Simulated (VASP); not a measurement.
Write the native input for VASP 6.6.1 that does the following.

```yaml
Task: relaxation of cell and atoms
Functional: PBEsol
Potentials_or_basis: VASP PAW PBE potentials, release 64 (C)
Cutoff: 600 eV
k_mesh: 10 × 10 × 4
Occupations: gaussian, width 0.01 eV
Spin: no spin polarisation
Target_pressure: 10 GPa
Dipole_correction: no
Further_INCAR_settings: ALGO = Normal; EDIFF = 1e-07; IBRION = 2; EDIFFG = -0.002; NSW = 100; ISIF = 3
```

The structure of C lies in POSCAR:

```
C
1.0
    2.4588354590      0.0000000000      0.0000000000
   -1.2294177295      2.1294139712      0.0000000000
    0.0000000000      0.0000000000      7.2856777555
C
4
Direct
    0.0000000000      0.0000000000      0.0025001780
    0.0000000000      0.0000000000      0.5025001780
    0.3333333333      0.6666666667      0.0024998220
    0.6666666667      0.3333333333      0.5024998220
```

These files were run (other wordings do the same):

INCAR

```
SYSTEM = C
ALGO = Normal
EDIFF = 1E-7
EDIFFG = -0.002
ENCUT = 600
GGA = PS
GGA_COMPAT = .FALSE.
IBRION = 2
ISIF = 3
ISMEAR = 0
LASPH = .TRUE.
LCHARG = .FALSE.
LREAL = .FALSE.
LWAVE = .FALSE.
NELM = 120
NELMIN = 4
NSW = 100
PREC = Accurate
PSTRESS = 100.0
SIGMA = 0.01
```

KPOINTS

```
k-points
0
G
  10 10 4
  0 0 0
```

Potentials or basis: VASP PAW PBE potentials, release 64 (C).

The run is started by

```console
$ cat potpaw_PBE.64/C/POTCAR > POTCAR
$ mpirun -np 1 vasp_std > vasp.out
```

It gave:

| Quantity | Value |
| --- | --- |
| Relaxed volume | 7.62 Å³/atom |
| Relaxed cell | a = 2.442 Å, b = 2.442 Å, c = 5.901 Å, α = 90.00°, β = 90.00°, γ = 120.00° |
| Space group after relaxing (to 0.1 Å) | P6_3/mmc (No. 194) |
| Energy change on relaxing (the run minimises the enthalpy) | +34.9 meV/atom |
| Ionic steps | 10 |
| Pressure after relaxing | 10.0 GPa |

Caveat: the cell is relaxed towards a set pressure, so the run minimises the enthalpy, not the energy; the volume moved by over 15 % at a fixed basis, so the end points are rough; this functional lacks dispersion, which binds the layers, so the pressure and a relaxed spacing across them are unreliable; the PAW data sets were made with another functional, which shifts forces and pressure a little.

It took 110 s on 1 thread of Intel(R) Xeon(R) Platinum 8488C (Sapphire Rapids), with other jobs on the host, peak memory 0.16 GiB.
